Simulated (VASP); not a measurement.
# LiH (Fm-3m) in VASP: electric field gradients with LDA

Aim: the electric field gradients of LiH with LDA.

Everything below comes from runs of VASP 6.6.1. Logs are shortened: lines on timing, memory, paths and dates and some standing lists are left out, and cuts for length are marked.

### 1 The cell of the first run

It takes space group Fm-3m (No. 225, cubic). The conventional cell has a = 4.017 Å, b = 4.017 Å, c = 4.017 Å, α = 90.00°, β = 90.00°, γ = 90.00°. Within 2.7 Å of Li (site symmetry m-3m) lie 6 H at 2.01 Å. Within 2.7 Å of H (site symmetry m-3m) lie 6 Li at 2.01 Å.

### 2 Electric field gradients, LDA

INCAR reads:

```
SYSTEM = LiH
PREC = Accurate
ENCUT = 520
EDIFF = 1E-8
ISMEAR = 0
SIGMA = 0.1
LREAL = .FALSE.
LASPH = .TRUE.
NELM = 80
ALGO = Normal
ISIF = 2
LWAVE = .FALSE.
LCHARG = .FALSE.
GGA = CA
LEFG = .TRUE.
NBANDS = 9
```

KPOINTS reads:

```
Automatic mesh
0
G
  10 10 10
  0 0 0
```

POSCAR reads:

```
LiH
1.0
    0.0000000000      2.0086193919      2.0086193919
    2.0086193919      0.0000000000      2.0086193919
    2.0086193919      2.0086193919      0.0000000000
Li H
1 1
Direct
    0.0000000000      0.0000000000      0.0000000000
    0.5000000000      0.5000000000      0.5000000000
```

Potentials or basis: VASP PAW LDA potentials, release 64 (Li_sv, H).

The run is started by

```console
$ cat potpaw_LDA.64/Li_sv/POTCAR potpaw_LDA.64/H/POTCAR > POTCAR
$ mpirun -np 1 vasp_std > vasp.out
```

OUTCAR:

```text
SYSTEM = LiH
   PREC = Accurate
   ENCUT = 520
   EDIFF = 1E-8
   ISMEAR = 0
   LREAL = .FALSE.
   LASPH = .TRUE.
   NELM = 80
   ISIF = 2
   GGA = CA

 ion  position               nearest neighbor table
   1  0.000  0.000  0.000-
   2  0.500  0.500  0.500-

  LATTYP: Found a face centered cubic cell.
 ALAT       =     4.0172387838

  Lattice vectors:

 A1 = (   0.0000000000,   2.0086193919,   2.0086193919)
 A2 = (   2.0086193919,   0.0000000000,   2.0086193919)
 A3 = (   2.0086193919,   2.0086193919,   0.0000000000)

Analysis of symmetry for initial positions (statically):
=====================================================================
 Subroutine PRICEL returns:
 Original cell was already a primitive cell.

 Routine SETGRP: Setting up the symmetry group for a
 face centered cubic supercell.

 Subroutine GETGRP returns: Found 48 space group operations
 (whereof 48 operations were pure point group operations)
 out of a pool of 48 trial point group operations.

The static configuration has the point symmetry O_h .

Analysis of symmetry for dynamics (positions and initial velocities):
=====================================================================
 Subroutine PRICEL returns:
 Original cell was already a primitive cell.

 Routine SETGRP: Setting up the symmetry group for a
 face centered cubic supercell.

 Subroutine GETGRP returns: Found 48 space group operations
 (whereof 48 operations were pure point group operations)
 out of a pool of 48 trial point group operations.

The dynamic configuration has the point symmetry O_h .

 Subroutine INISYM returns: Found 48 space group operations
 (whereof 48 operations are pure point group operations),
 and found     1 'primitive' translations

----------------------------------------------------------------------------------------

                                     Primitive cell

  volume of cell :      16.2078

  direct lattice vectors                    reciprocal lattice vectors
     0.000000000  2.008619392  2.008619392    -0.248927199  0.248927199  0.248927199
     2.008619392  0.000000000  2.008619392     0.248927199 -0.248927199  0.248927199
     2.008619392  2.008619392  0.000000000     0.248927199  0.248927199 -0.248927199

  length of vectors
     2.840616786  2.840616786  2.840616786     0.431154557  0.431154557  0.431154557

  position of ions in fractional coordinates (direct lattice)
     0.000000000  0.000000000  0.000000000
     0.500000000  0.500000000  0.500000000

  ion indices of the primitive-cell ions
   primitive index   ion index
                 1           1
                 2           2

----------------------------------------------------------------------------------------

 KPOINTS: Automatic mesh

Automatic generation of k-mesh.
 Grid dimensions read from file:
 generate k-points for:   10   10   10

 Generating k-lattice:

  Cartesian coordinates                     Fractional coordinates (reciprocal lattice)
    -0.024892720  0.024892720  0.024892720     0.100000000  0.000000000  0.000000000
     0.024892720 -0.024892720  0.024892720     0.000000000  0.100000000  0.000000000
     0.024892720  0.024892720 -0.024892720     0.000000000  0.000000000  0.100000000

  Length of vectors
     0.043115456  0.043115456  0.043115456

  Shift w.r.t. Gamma in fractional coordinates (k-lattice)
     0.000000000  0.000000000  0.000000000

 Subroutine IBZKPT returns following result:
 ===========================================

 Found     47 irreducible k-points:

 Following reciprocal coordinates:
            Coordinates               Weight
  0.000000  0.000000  0.000000      1.000000
  0.100000  0.000000  0.000000      8.000000
  0.200000  0.000000  0.000000      8.000000
  0.300000  0.000000  0.000000      8.000000
  0.400000  0.000000  0.000000      8.000000
  0.500000  0.000000  0.000000      4.000000
[... 16 lines left out ...]
  0.300000  0.300000  0.000000      6.000000
  0.400000  0.300000  0.000000     24.000000
 [... further k-points ...]
   k-points           NKPTS =     47   k-points in BZ     NKDIM =     47   number of bands    NBANDS=      9
   number of dos      NEDOS =    301   number of ions     NIONS =      2
   total plane-waves  NPLWV =  13824
   dimension x,y,z NGX =    24 NGY =   24 NGZ =   24
   dimension x,y,z NGXF=    48 NGYF=   48 NGZF=   48
   ions per type =               1   1
   NGX,Y,Z   is equivalent  to a cutoff of  14.05, 14.05, 14.05 a.u.
   NGXF,Y,Z  is equivalent  to a cutoff of  28.09, 28.09, 28.09 a.u.
 SYSTEM =  LiH
   PREC   = accura    normal or accurate (medium, high low for compatibility)
   ISTART =      0    job   : 0-new  1-cont  2-samecut
   ICHARG =      2    charge: 1-file 2-atom 10-const
   ISPIN  =      1    spin polarized calculation?
   LNONCOLLINEAR =      F non collinear calculations
   LSORBIT =      F    spin-orbit coupling
   LASPH  =      T    aspherical Exc in radial PAW
   ENCUT  =  520.0 eV  38.22 Ry    6.18 a.u.   5.28  5.28  5.28*2*pi/ulx,y,z
   NELM   =     80;   NELMIN=  2; NELMDL= -5     # of ELM steps
   EDIFF  = 0.1E-07   stopping-criterion for ELM
   LREAL  =      F    real-space projection
   EDIFFG = 0.1E-06   stopping-criterion for IOM
   NSW    =      0    number of steps for IOM
   IBRION =     -1    ionic relax: 0-MD 1-quasi-New 2-CG
   NFREE  =      0    steps in history (QN), initial steepest desc. (CG)
   ISIF   =      2    stress and relaxation
   ISYM   =      2    0-nonsym 1-usesym 2-fastsym
   POTIM  = 0.5000    time-step for ionic-motion
   TEBEG  =    0.0;   TEEND  =   0.0 temperature during run
   PSTRESS=    0.0 pullay stress
   NELECT =       4.0000    total number of electrons
   NUPDOWN=      -1.0000    fix difference up-down
   EMIN   =  10.00;   EMAX   =-10.00  energy-range for DOS
   EFERMI =   0.00;   METHOD = LEGACY
   ISMEAR =     0;   SIGMA  =   0.10  broadening in eV -4-tet -1-fermi 0-gaus
   EFERMI_NEDOS =   21; number of points for ismear=-14 and -15
   IALGO  =     38    algorithm
   IMIX   =      4    mixing-type and parameters
     AMIX     =   0.40;   BMIX     =  1.00
     AMIX_MAG =   1.60;   BMIX_MAG =  1.00
  volume/ion in A,a.u.               =       8.10        54.69
  Fermi-wavevector in a.u.,A,eV,Ry     =   1.026882  1.940525 14.347160  1.054486
  Thomas-Fermi vector in A             =   2.160798
   LORBIT       =      0    0 simple, 1 ext, 2 COOP (PROOUT), +10 PAW based schemes
   GGA     = CA    functional components
   LHFCALC =     F    Hartree Fock is set to
   AEXX    =    0.0000 exact exchange contribution
   IVDW    =     0    specifies the selected vdW correction
   LEPSILON=     F    determine dielectric tensor
   LRPA    =     F    only Hartree local field effects (RPA)
 non-spin polarized calculation
 Gauss-broadening in eV      SIGMA  =   0.10
  energy-cutoff  :      520.00
  volume of cell :       16.21
 maximum number of plane-waves:       448
 NGX is ok and might be reduce to    24
   NGX = 11   NGY = 11   NGZ = 11

 number of electron       3.9999995 magnetization

 Free energy of the ion-electron system (eV)
  ---------------------------------------------------
  ext. energy  EPLUGINS =         0.00000000
  ---------------------------------------------------
  free energy    TOTEN  =        -6.48438602 eV

  energy without entropy =       -6.48438602  energy(sigma->0) =       -6.48438602

 E-fermi :   0.7616     XC(G=0):  -8.7851

 val. band max:        0.1742008215   @ k =   0.5000   0.5000   0.0000
 cond. band min:       2.7865988099   @ k =   0.5000   0.5000   0.0000
 fundamental gap:      2.6123979883
 Fermi energy:         0.7616214077

 k-point     1 :       0.0000    0.0000    0.0000
  band No.  band energies     occupation
      1     -43.2977      2.00000
      2      -5.3582      2.00000
      3      16.2204      0.00000
      4      17.5117      0.00000
      5      17.5117      0.00000
      6      17.5117      0.00000
      7      22.3334      0.00000
      8      22.3334      0.00000
      9      22.3334      0.00000

 k-point     2 :       0.1000    0.0000    0.0000
  band No.  band energies     occupation
      1     -43.2929      2.00000
      2      -5.1836      2.00000
      3      14.5614      0.00000
      4      16.7453      0.00000
      5      17.1345      0.00000
      6      17.1345      0.00000
      7      21.7763      0.00000
      8      23.1466      0.00000
      9      23.1466      0.00000

 k-point     3 :       0.2000    0.0000    0.0000
  band No.  band energies     occupation
      1     -43.2802      2.00000
      2      -4.6730      2.00000
      3      11.2366      0.00000
      4      15.5829      0.00000
      5      16.5160      0.00000
      6      16.5160      0.00000
      7      22.5928      0.00000
      8      22.9625      0.00000
      9      22.9625      0.00000

 k-point     4 :       0.3000    0.0000    0.0000
  band No.  band energies     occupation
      1     -43.2643      2.00000
      2      -3.8831      2.00000
      3       8.0914      0.00000
      4      14.5548      0.00000
      5      16.1293      0.00000
      6      16.1293      0.00000
      7      20.9371      0.00000
      8      20.9371      0.00000
      9      24.1297      0.00000
[... 205 lines left out ...]
 k-point    22 :      -0.2000    0.2000    0.0000
  band No.  band energies     occupation
      1     -43.2590      2.00000
      2      -3.5457      2.00000
      3       9.2927      0.00000
      4       9.6328      0.00000
      5      15.8004      0.00000
      6      16.6435      0.00000
      7      21.5880      0.00000
      8      23.6239      0.00000
      9      25.3101      0.00000

 k-point    23 :       0.3000    0.3000    0.0000
  band No.  band energies     occupation
      1     -43.2538      2.00000
      2      -3.1457      2.00000
      3       8.5470      0.00000
      4      11.9514      0.00000
      5      11.9514      0.00000
      6      15.2790      0.00000
      7      17.1540      0.00000
      8      28.3789      0.00000
      9      30.6888      0.00000

 k-point    24 :       0.4000    0.3000    0.0000
  band No.  band energies     occupation
      1     -43.2439      2.00000
      2      -2.2491      2.00000
      3       6.6198      0.00000
      4      10.2387      0.00000
      5      11.5140      0.00000
      6      16.0139      0.00000
      7      17.2946      0.00000
      8      29.3918      0.00000
      9      29.7247      0.00000

 [... further k-points ...]

------------------------ aborting loop because EDIFF is reached ----------------------------------------

  FORCE on cell =-STRESS in cart. coord.  units (eV):
  Direction    XX          YY          ZZ          XY          YZ          ZX
  --------------------------------------------------------------------------------------
  -------------------------------------------------------------------------------------
  Total       -0.3134489     -0.3134489     -0.3134489     -0.0000000      0.0000000      0.0000000
  in kB      -30.9852100    -30.9852100    -30.9852100     -0.0000000      0.0000000      0.0000000
  external PRESSURE =     -30.9852100 kB  Pullay stress =       0.0000000 kB

 VOLUME and BASIS-vectors are now :
 -----------------------------------------------------------------------------
  energy-cutoff  :      520.00
  volume of cell :       16.21
      direct lattice vectors                 reciprocal lattice vectors
     0.000000000  2.008619392  2.008619392    -0.248927199  0.248927199  0.248927199
     2.008619392  0.000000000  2.008619392     0.248927199 -0.248927199  0.248927199
     2.008619392  2.008619392  0.000000000     0.248927199  0.248927199 -0.248927199

 POSITION                                       TOTAL-FORCE (eV/Angst)
 -----------------------------------------------------------------------------------
      0.00000      0.00000      0.00000         0.000000     -0.000000     -0.000000
      2.00862      2.00862      2.00862        -0.000000      0.000000      0.000000
 -----------------------------------------------------------------------------------
    total drift:                                0.000000     -0.000000     -0.000000

  FREE ENERGIE OF THE ION-ELECTRON SYSTEM (eV)
  ---------------------------------------------------
  free  energy   TOTEN  =        -6.4843860239 eV

  energy  without entropy=       -6.4843860239  energy(sigma->0) =       -6.48438602

 Electric field gradients (V/A^2)
---------------------------------------------------------------------
 ion       V_xx      V_yy      V_zz      V_xy      V_xz      V_yz
---------------------------------------------------------------------
   1      -0.000     0.000    -0.000    -0.001    -0.001    -0.001
   2      -0.000    -0.000     0.000     0.001     0.001     0.001
---------------------------------------------------------------------

 Electric field gradients after diagonalization (V/A^2)
 (convention: |V_zz| > |V_xx| > |V_yy|)
----------------------------------------------------------------------
 ion       V_xx      V_yy      V_zz     asymmetry (V_yy - V_xx)/ V_zz
----------------------------------------------------------------------
   1       0.001     0.001    -0.001       0.000
   2      -0.001    -0.001     0.001       0.000
----------------------------------------------------------------------

           NMR quadrupolar parameters

 Cq : quadrupolar parameter    Cq=e*Q*V_zz/h
 eta: asymmetry parameters     (V_yy - V_xx)/ V_zz
 Q  : nuclear electric quadrupole moment in mb (millibarn)
----------------------------------------------------------------------
 ion       Cq(MHz)       eta       Q (mb)
----------------------------------------------------------------------
   1      -0.000       0.000       1.000
   2       0.000       0.000       1.000
----------------------------------------------------------------------
```

Wall time 4.8 s (1 thread of AMD EPYC 9R45 (Zen 5), shared host); peak memory 0.09 GiB.

What came out:

```
Free energy            : -6.4844 eV
Band gap on the k mesh : 2.61 eV, direct
```

Caveat: the cutoff is under 1.25 times the usual one of these potentials, so pressure, stress and relaxed cells hold a basis-set (Pulay) error; without QUAD_EFG the Cq values of the log hold for a quadrupole moment of 1 mb, not for the nuclei. Expect the measured gap to be larger: semilocal functionals such as LDA lack the derivative discontinuity.
